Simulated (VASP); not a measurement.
## CsH: single point with r2SCAN

CsH:

```
Cs H
1.0
     3.25176    3.25176    0.00000
    -3.25176    3.25176    0.00000
     0.00000    0.00000    6.35504
Cs H
2 2
Direct
  0.00000 0.00000 0.00000
  0.50000 0.50000 0.50000
  0.50000 0.50000 0.00000
  0.00000 0.00000 0.50000
```

This cell differs from its parent crystal: biaxial strain in the a-b plane: +2.0 %, then relaxed in part.

```json
{
  "Program": "VASP 6.6.1",
  "Task": "single point",
  "Functional": "r2SCAN",
  "Potentials or basis": "VASP PAW PBE potentials, release 64 (Cs_sv, H)",
  "Cutoff": "520 eV",
  "k mesh": "6 × 6 × 4",
  "Occupations": "gaussian, width 0.02 eV",
  "Spin": "no spin polarisation"
}
```

The pressure is -0.3 GPa and the band gap on the k mesh is 2.70 eV.

Stress tensor (GPa, compression positive):
```
-0.44  0.00  0.00
 0.00 -0.44  0.00
 0.00  0.00  0.03
```

Levels at points of the mesh, in eV from the valence-band top:
```
           k point  band 8  band 9  band 10  band 11  band 12  band 13
(0.00, 0.00, 0.00)   -8.17   -1.58    -1.05     3.52     5.66     5.66
(0.50, 0.00, 0.00)   -8.29   -0.43    -0.43     3.70     3.70     4.61
(0.50, 0.50, 0.00)   -8.41   -1.05    -1.05     3.59     3.59     5.86
(0.00, 0.00, 0.50)   -8.33   -0.86    -0.86     4.32     4.32     4.85
(0.50, 0.00, 0.50)   -8.25    0.00     0.00     2.70     2.70     5.18
(0.50, 0.50, 0.50)   -8.46   -0.62    -0.62     4.54     4.54     4.54
```

It took 82 s on 1 thread of Intel(R) Xeon(R) 6975P-C (Granite Rapids) (shared host), peak memory 0.27 GiB.

Caveat: the cell differs from its parent crystal (biaxial strain in the a-b plane: +2.0 %, then relaxed in part); the PAW data sets were made with another functional, which shifts forces and pressure a little; spin-orbit coupling is left out, which moves the levels of the heavy elements. A k mesh can miss the band edges.
